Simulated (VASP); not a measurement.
# Si3N4 (Fd-3m) in VASP: single point with LDA

Aim: the single point of Si3N4 with LDA.

All numbers are computed with VASP 6.6.1; they aren't measurements. Logs are shortened: lines on timing, memory, paths and dates and some standing lists are left out, and cuts for length are marked.

## (1) The cell of the first run

It takes space group Fd-3m (No. 227, cubic). Conventional cell: a = 7.676 Å, b = 7.676 Å, c = 7.676 Å, α = 90.00°, β = 90.00°, γ = 90.00°. Within 2.5 Å of Si (site symmetry -3m) lie 6 N at 1.86 Å. Si (site symmetry -43m) has 4 N at 1.76 Å within 2.3 Å. Within 2.3 Å of N (site symmetry 3m) lie 4 Si at 1.76 to 1.86 Å.

## (2) Single point, LDA

Input file INCAR:

```
PREC = Accurate
ENCUT = 520
EDIFF = 1E-6
ISMEAR = 0
SIGMA = 0.01
LREAL = False
LASPH = True
NELM = 100
ALGO = Normal
ISIF = 2
LWAVE = False
LCHARG = True
GGA = CA
LELF = True
LVHAR = True
ISYM = 0
NBANDS = 45
```

Input file KPOINTS:

```
Automatic mesh
0
Gamma
  5 5 5
  0.5 0.5 0.5
```

Input file POSCAR:

```
Si3N4
1.0
    5.4281050000      0.0000000000      0.0000000000
    2.7140525000      4.7008768244      0.0000000000
    2.7140525000      1.5669589415      4.4320291734
Si N
6 8
Direct
    0.6250000000      0.6250000000      0.6250000000
    0.1250000000      0.6250000000      0.6250000000
    0.6250000000      0.6250000000      0.1250000000
    0.6250000000      0.1250000000      0.6250000000
    0.0000000000      0.0000000000      0.0000000000
    0.2500000000      0.2500000000      0.2500000000
    0.3824000000      0.3824000000      0.3824000000
    0.3972000000      0.8676000000      0.8676000000
    0.3824000000      0.3824000000      0.8528000000
    0.8676000000      0.3972000000      0.8676000000
    0.8528000000      0.3824000000      0.3824000000
    0.8676000000      0.8676000000      0.8676000000
    0.3824000000      0.8528000000      0.3824000000
    0.8676000000      0.8676000000      0.3972000000
```

Potentials or basis: VASP PAW LDA potentials, release 64 (Si, N).

Command:

```
$ cat potpaw_LDA.64/Si/POTCAR potpaw_LDA.64/N/POTCAR > POTCAR
$ mpirun -np 1 vasp_std > vasp.out
```

OUTCAR:

```text
PREC = Accurate
   ENCUT = 520
   EDIFF = 1E-6
   ISMEAR = 0
   LREAL = False
   LASPH = True
   NELM = 100
   ISIF = 2
   GGA = CA
   ISYM = 0

 ion  position               nearest neighbor table
   1  0.625  0.625  0.625-   9 1.86  14 1.86  13 1.86  10 1.86   8 1.86  11 1.86   4 2.71   4 2.71
                             3 2.71   3 2.71   2 2.71   2 2.71
   2  0.125  0.625  0.625-   9 1.86  14 1.86  13 1.86  10 1.86   7 1.86  12 1.86   4 2.71   4 2.71
                             3 2.71   3 2.71   1 2.71   1 2.71
   3  0.625  0.625  0.125-   8 1.86  11 1.86   7 1.86  12 1.86  10 1.86  13 1.86   4 2.71   4 2.71
                             2 2.71   1 2.71   1 2.71   2 2.71
   4  0.625  0.125  0.625-   8 1.86  11 1.86   7 1.86  12 1.86   9 1.86  14 1.86   3 2.71   3 2.71
                             1 2.71   2 2.71   1 2.71   2 2.71
   5  0.000  0.000  0.000-  10 1.76  14 1.76  12 1.76   8 1.76
   6  0.250  0.250  0.250-  13 1.76   9 1.76   7 1.76  11 1.76
   7  0.382  0.382  0.382-   6 1.76   4 1.86   3 1.86   2 1.86
   8  0.397  0.868  0.868-   5 1.76   4 1.86   3 1.86   1 1.86
   9  0.382  0.382  0.853-   6 1.76   2 1.86   1 1.86   4 1.86
  10  0.868  0.397  0.868-   5 1.76   2 1.86   1 1.86   3 1.86
  11  0.853  0.382  0.382-   6 1.76   4 1.86   3 1.86   1 1.86
  12  0.868  0.868  0.868-   5 1.76   4 1.86   3 1.86   2 1.86
  13  0.382  0.853  0.382-   6 1.76   2 1.86   1 1.86   3 1.86
  14  0.868  0.868  0.397-   5 1.76   2 1.86   1 1.86   4 1.86

IMPORTANT INFORMATION: All symmetrisations will be switched off!
NOSYMM: (Re-)initialisation of all symmetry stuff for point group C_1.

----------------------------------------------------------------------------------------

                                     Primitive cell

  volume of cell :     113.0914

  direct lattice vectors                    reciprocal lattice vectors
     5.428105000  0.000000000  0.000000000     0.184226355 -0.106363136 -0.075210095
     2.714052500  4.700876824  0.000000000     0.000000000  0.212726272 -0.075210095
     2.714052500  1.566958942  4.432029173     0.000000000  0.000000000  0.225630284

  length of vectors
     5.428105000  5.428105000  5.428105000     0.225630284  0.225630284  0.225630284

  position of ions in fractional coordinates (direct lattice)
     0.625000000  0.625000000  0.625000000
     0.125000000  0.625000000  0.625000000
     0.625000000  0.625000000  0.125000000
     0.625000000  0.125000000  0.625000000
     0.000000000  0.000000000  0.000000000
     0.250000000  0.250000000  0.250000000
     0.382400000  0.382400000  0.382400000
     0.397200000  0.867600000  0.867600000
     0.382400000  0.382400000  0.852800000
     0.867600000  0.397200000  0.867600000
     0.852800000  0.382400000  0.382400000
     0.867600000  0.867600000  0.867600000
     0.382400000  0.852800000  0.382400000
     0.867600000  0.867600000  0.397200000

  ion indices of the primitive-cell ions
   primitive index   ion index
                 1           1
                 2           2
                 3           3
                 4           4
                 5           5
                 6           6
                 7           7
                 8           8
                 9           9
                10          10
                11          11
                12          12
                13          13
                14          14

----------------------------------------------------------------------------------------

 KPOINTS: Automatic mesh

Automatic generation of k-mesh.
 Grid dimensions read from file:
 generate k-points for:    5    5    5

 Generating k-lattice:

  Cartesian coordinates                     Fractional coordinates (reciprocal lattice)
     0.036845271 -0.021272627 -0.015042019     0.200000000  0.000000000  0.000000000
     0.000000000  0.042545254 -0.015042019     0.000000000  0.200000000  0.000000000
     0.000000000  0.000000000  0.045126057     0.000000000  0.000000000  0.200000000

  Length of vectors
     0.045126057  0.045126057  0.045126057

  Shift w.r.t. Gamma in fractional coordinates (k-lattice)
     0.500000000  0.500000000  0.500000000

 Subroutine IBZKPT returns following result:
 ===========================================

 Found    252 irreducible k-points:

 Following reciprocal coordinates:
            Coordinates               Weight
  0.100000  0.100000  0.100000      2.000000
  0.100000 -0.000000 -0.000000      2.000000
  0.000000  0.000000 -0.100000      2.000000
  0.000000  0.100000  0.000000      2.000000
  0.300000  0.100000  0.100000      2.000000
  0.100000  0.300000  0.100000      2.000000
[... 16 lines left out ...]
  0.000000  0.400000 -0.100000      2.000000
  0.400000  0.000000 -0.100000      2.000000
 [... further k-points ...]
   k-points           NKPTS =    252   k-points in BZ     NKDIM =    252   number of bands    NBANDS=     45
   number of dos      NEDOS =    301   number of ions     NIONS =     14
   total plane-waves  NPLWV =  64000
   dimension x,y,z NGX =    40 NGY =   40 NGZ =   40
   dimension x,y,z NGXF=    80 NGYF=   80 NGZF=   80
   ions per type =               6   8
   NGX,Y,Z   is equivalent  to a cutoff of  12.25, 12.25, 12.25 a.u.
   NGXF,Y,Z  is equivalent  to a cutoff of  24.50, 24.50, 24.50 a.u.
 SYSTEM =  unknown system
   PREC   = accura    normal or accurate (medium, high low for compatibility)
   ISTART =      0    job   : 0-new  1-cont  2-samecut
   ICHARG =      2    charge: 1-file 2-atom 10-const
   ISPIN  =      1    spin polarized calculation?
   LNONCOLLINEAR =      F non collinear calculations
   LSORBIT =      F    spin-orbit coupling
   LASPH  =      T    aspherical Exc in radial PAW
   ENCUT  =  520.0 eV  38.22 Ry    6.18 a.u.  10.09 10.09 10.09*2*pi/ulx,y,z
   NELM   =    100;   NELMIN=  2; NELMDL= -5     # of ELM steps
   EDIFF  = 0.1E-05   stopping-criterion for ELM
   LREAL  =      F    real-space projection
   EDIFFG = 0.1E-04   stopping-criterion for IOM
   NSW    =      0    number of steps for IOM
   IBRION =     -1    ionic relax: 0-MD 1-quasi-New 2-CG
   NFREE  =      0    steps in history (QN), initial steepest desc. (CG)
   ISIF   =      2    stress and relaxation
   ISYM   =      0    0-nonsym 1-usesym 2-fastsym
   POTIM  = 0.5000    time-step for ionic-motion
   TEBEG  =    0.0;   TEEND  =   0.0 temperature during run
   PSTRESS=    0.0 pullay stress
   NELECT =      64.0000    total number of electrons
   NUPDOWN=      -1.0000    fix difference up-down
   EMIN   =  10.00;   EMAX   =-10.00  energy-range for DOS
   EFERMI =   0.00;   METHOD = LEGACY
   ISMEAR =     0;   SIGMA  =   0.01  broadening in eV -4-tet -1-fermi 0-gaus
   EFERMI_NEDOS =   21; number of points for ismear=-14 and -15
   IALGO  =     38    algorithm
   IMIX   =      4    mixing-type and parameters
     AMIX     =   0.40;   BMIX     =  1.00
     AMIX_MAG =   1.60;   BMIX_MAG =  1.00
  volume/ion in A,a.u.               =       8.08        54.51
  Fermi-wavevector in a.u.,A,eV,Ry     =   1.354123  2.558922 24.948326  1.833650
  Thomas-Fermi vector in A             =   2.481321
   LORBIT       =      0    0 simple, 1 ext, 2 COOP (PROOUT), +10 PAW based schemes
   GGA     = CA    functional components
   LHFCALC =     F    Hartree Fock is set to
   AEXX    =    0.0000 exact exchange contribution
   IVDW    =     0    specifies the selected vdW correction
   LEPSILON=     F    determine dielectric tensor
   LRPA    =     F    only Hartree local field effects (RPA)
 non-spin polarized calculation
 Gauss-broadening in eV      SIGMA  =   0.01
  energy-cutoff  :      520.00
  volume of cell :      113.09
 maximum number of plane-waves:      3059
   NGX = 21   NGY = 21   NGZ = 21

 number of electron      64.0000005 magnetization

 Free energy of the ion-electron system (eV)
  ---------------------------------------------------
  ext. energy  EPLUGINS =         0.00000000
  ---------------------------------------------------
  free energy    TOTEN  =      -125.55146254 eV

  energy without entropy =     -125.55146254  energy(sigma->0) =     -125.55146254

 E-fermi :   9.5980     XC(G=0): -12.6999

 val. band max:        9.5490041149   @ k =   0.2000   0.3000   0.2000
 cond. band min:      13.1059584042   @ k =   0.1000  -0.0000  -0.0000
 fundamental gap:      3.5569542893
 Fermi energy:         9.5980007202

 k-point     1 :       0.1000    0.1000    0.1000
  band No.  band energies     occupation
      1      -9.4444      2.00000
      2      -6.0538      2.00000
      3      -5.1841      2.00000
      4      -5.0052      2.00000
      5      -5.0052      2.00000
      6      -4.0028      2.00000
[... 36 lines left out ...]
     43      17.7880      0.00000
     44      19.0800      0.00000

 k-point     2 :       0.1000   -0.0000   -0.0000
  band No.  band energies     occupation
      1      -9.4444      2.00000
      2      -6.0538      2.00000
      3      -5.1841      2.00000
      4      -5.0052      2.00000
      5      -5.0052      2.00000
      6      -4.0028      2.00000
[... 36 lines left out ...]
     43      17.7880      0.00000
     44      19.0800      0.00000

 k-point     3 :       0.0000    0.0000   -0.1000
  band No.  band energies     occupation
      1      -9.4444      2.00000
      2      -6.0538      2.00000
      3      -5.1841      2.00000
      4      -5.0052      2.00000
      5      -5.0052      2.00000
      6      -4.0028      2.00000
[... 976 lines left out ...]
     43      19.7777      0.00000
     44      20.3406      0.00000

 k-point    24 :       0.4000    0.0000   -0.1000
  band No.  band energies     occupation
      1      -8.5305      2.00000
      2      -7.4597      2.00000
      3      -5.8052      2.00000
      4      -4.9455      2.00000
      5      -4.8367      2.00000
      6      -4.6120      2.00000
[... 36 lines left out ...]
     43      19.7777      0.00000
     44      20.3414      0.00000

 [... further k-points ...]

 [bands above 44 left out]

------------------------ aborting loop because EDIFF is reached ----------------------------------------

  FORCE on cell =-STRESS in cart. coord.  units (eV):
  Direction    XX          YY          ZZ          XY          YZ          ZX
  --------------------------------------------------------------------------------------
  -------------------------------------------------------------------------------------
  Total        1.8175455      1.8175389      1.8175427     -0.0000064      0.0000004     -0.0000033
  in kB       25.7493423     25.7492490     25.7493035     -0.0000900      0.0000063     -0.0000468
  external PRESSURE =      25.7492983 kB  Pullay stress =       0.0000000 kB

 VOLUME and BASIS-vectors are now :
 -----------------------------------------------------------------------------
  energy-cutoff  :      520.00
  volume of cell :      113.09
      direct lattice vectors                 reciprocal lattice vectors
     5.428105000  0.000000000  0.000000000     0.184226355 -0.106363136 -0.075210095
     2.714052500  4.700876824  0.000000000     0.000000000  0.212726272 -0.075210095
     2.714052500  1.566958942  4.432029173     0.000000000  0.000000000  0.225630284

 POSITION                                       TOTAL-FORCE (eV/Angst)
 -----------------------------------------------------------------------------------
      6.78513      3.91740      2.77002         0.000001      0.000001     -0.000001
      4.07108      3.91740      2.77002         0.000001     -0.000001     -0.000002
      5.42811      3.13392      0.55400        -0.000001      0.000000      0.000001
      5.42811      1.56696      2.77002        -0.000001     -0.000001     -0.000000
      0.00000      0.00000      0.00000         0.000011     -0.000001      0.000005
      2.71405      1.56696      1.10801        -0.000002     -0.000007      0.000001
      4.15141      2.39682      1.69481        -0.012110     -0.006994     -0.004943
      6.86547      5.43797      3.84523        -0.012127      0.007003      0.004955
      5.42810      3.13392      3.77963         0.000001     -0.000003      0.014844
      8.14216      3.22668      3.84523         0.000004     -0.013988      0.004948
      6.70480      2.39682      1.69481         0.012116     -0.006997     -0.004946
      9.41885      5.43797      3.84523         0.012103      0.006984      0.004942
      5.42810      4.60811      1.69481         0.000001      0.014006     -0.004953
      8.14216      4.70088      1.76040         0.000002     -0.000001     -0.014851
 -----------------------------------------------------------------------------------
    total drift:                               -0.000015      0.000013     -0.000009

  FREE ENERGIE OF THE ION-ELECTRON SYSTEM (eV)
  ---------------------------------------------------
  free  energy   TOTEN  =      -125.5514625389 eV

  energy  without entropy=     -125.5514625389  energy(sigma->0) =     -125.55146254
```

Wall time 13 min (1 thread of AMD EPYC 7R13 (Zen 3), shared host); peak memory 0.8 GiB.

Results:

```yaml
Free_energy: -125.5515 eV
Pressure: 2.6 GPa
Largest_force: 0.015 eV/Å
Band_gap_on_the_k_mesh: 3.56 eV (least direct gap 3.58 eV)
```

Forces in eV/Å, atoms in the order of the input:
```
Si   0.000  0.000  0.000
Si   0.000  0.000  0.000
Si   0.000  0.000  0.000
Si   0.000  0.000  0.000
Si   0.000  0.000  0.000
Si   0.000  0.000  0.000
N   -0.012 -0.007 -0.005
N   -0.012  0.007  0.005
N    0.000  0.000  0.015
N    0.000 -0.014  0.005
N    0.012 -0.007 -0.005
N    0.012  0.007  0.005
N    0.000  0.014 -0.005
N    0.000  0.000 -0.015
```

Levels at points of the mesh, in eV from the valence-band top:
| k point | band 28 | band 29 | band 30 | band 31 | band 32 | band 33 | band 34 | band 35 | band 36 | band 37 |
| --- | --- | --- | --- | --- | --- | --- | --- | --- | --- | --- |
| (0.50, 0.50, 0.50) | -0.87 | -0.46 | -0.46 | -0.35 | -0.35 | 4.99 | 5.75 | 5.75 | 6.50 | 6.94 |
| (0.50, 0.00, 0.00) | -0.87 | -0.46 | -0.46 | -0.35 | -0.35 | 4.99 | 5.75 | 5.75 | 6.50 | 6.94 |
| (0.00, 0.00, 0.50) | -0.87 | -0.46 | -0.46 | -0.35 | -0.35 | 4.99 | 5.75 | 5.75 | 6.50 | 6.94 |
| (0.00, 0.50, 0.00) | -0.87 | -0.46 | -0.46 | -0.35 | -0.35 | 4.99 | 5.75 | 5.75 | 6.50 | 6.94 |

Caveat: a shifted mesh leaves out Γ, where band edges can lie. A k mesh can miss the band edges.
